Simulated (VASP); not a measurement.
Crystal: BAs.

```xyz
2
Lattice="0.0000 2.3900 2.3900 2.3900 0.0000 2.3900 2.3900 2.3900 0.0000" Properties=species:S:1:pos:R:3 pbc="T T T"
B     0.0000    0.0000    0.0000
As    1.1950    1.1950    1.1950
```

| Property | Result |
| --- | --- |
| Program | VASP 6.6.1 |
| Task | relaxation of cell and atoms |
| Functional | LDA |
| Potentials or basis | VASP PAW LDA potentials, release 64 (B, As) |
| Cutoff | 500 eV |
| k mesh | 6 × 6 × 6 |
| Occupations | gaussian, width 0.01 eV |
| Spin | no spin polarisation |

At the start: pressure -3.3 GPa; volume 13.65 Å³/atom.

Q: How do energy, volume and symmetry change on relaxing?

A: Over 3 steps the energy falls by 3.3 meV/atom and the volume is 13.34 Å³/atom (-2.3 %); space group F-43m (No. 216, to 0.1 Å) before and after.

Step by step:
```csv
step,energy change (eV),largest force (eV/Å),pressure (GPa),volume (Å³)
1,0.0000,0.0000,-3.30,27.30
2,-0.0028,0.0000,2.69,26.21
3,-0.0067,0.0000,-0.01,26.67
```

Final structure:
```yaml
crystal:
  lattice:
    - [0.00000, 2.37141, 2.37141]
    - [2.37141, 0.00000, 2.37141]
    - [2.37141, 2.37141, 0.00000]
  atoms:
    - { symbol: B, position: [0.00000, 0.00000, 0.00000] }
    - { symbol: As, position: [0.25000, 0.25000, 0.25000] }
```
